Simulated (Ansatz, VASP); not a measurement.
## HC18F: VASP beside Ansatz

```
CELL_PARAMETERS angstrom
7.39800 0.00000 0.00000
-3.69900 6.40686 0.00000
0.00000 0.00000 13.00000
ATOMIC_POSITIONS crystal
C 0.01230 0.00160 0.07262
C 0.23335 0.11524 0.07554
C 0.01230 0.34403 0.07262
C 0.23335 0.45144 0.07554
C 0.01408 0.67371 0.08334
C 0.23388 0.78361 0.08477
C 0.34486 0.00666 0.08306
C 0.56594 0.12032 0.08570
C 0.34452 0.33893 0.07375
C 0.56480 0.44906 0.07434
C 0.34486 0.67154 0.08306
C 0.56594 0.77896 0.08570
C 0.68316 0.00825 0.10768
C 0.89371 0.11352 0.05491
C 0.67582 0.33674 0.07811
C 0.90299 0.45080 0.07966
C 0.67582 0.67242 0.07811
C 0.90299 0.78553 0.07966
F 0.72021 0.02677 0.21803
H 0.85288 0.09311 0.97149
```

Alike in both runs: functional PBE; dispersion D3(BJ); k mesh 2 × 2 × 1; occupations gaussian, width 0.02 eV; no spin polarisation.

Ansatz relaxed the structure, and its values are those at the end. VASP's run is a single point on that final structure, the one shown.

|  | VASP | Ansatz |
| --- | --- | --- |
| version | VASP 6.6.1 | Ansatz 0.2.0 |
| potentials or method | VASP PAW PBE potentials, release 64 (C, F, H), cutoff 520 eV | scalar-relativistic, plane waves, PAW |
| valence electrons in the cell | 80 | 80 |

Ansatz gave:

| Quantity | Value |
| --- | --- |
| gap on the k mesh at the Fermi level (eV) | 0.36 |
| rms of the force components (eV/Å) | 0.003 |

Q: Estimate VASP's values.

A: gap on the k mesh at the Fermi level (eV): 0.36; rms of the force components (eV/Å): 0.046.

Ansatz's warnings: xc potential rough in thin density.

The k mesh is coarse, so the values compare programs but aren't converged.
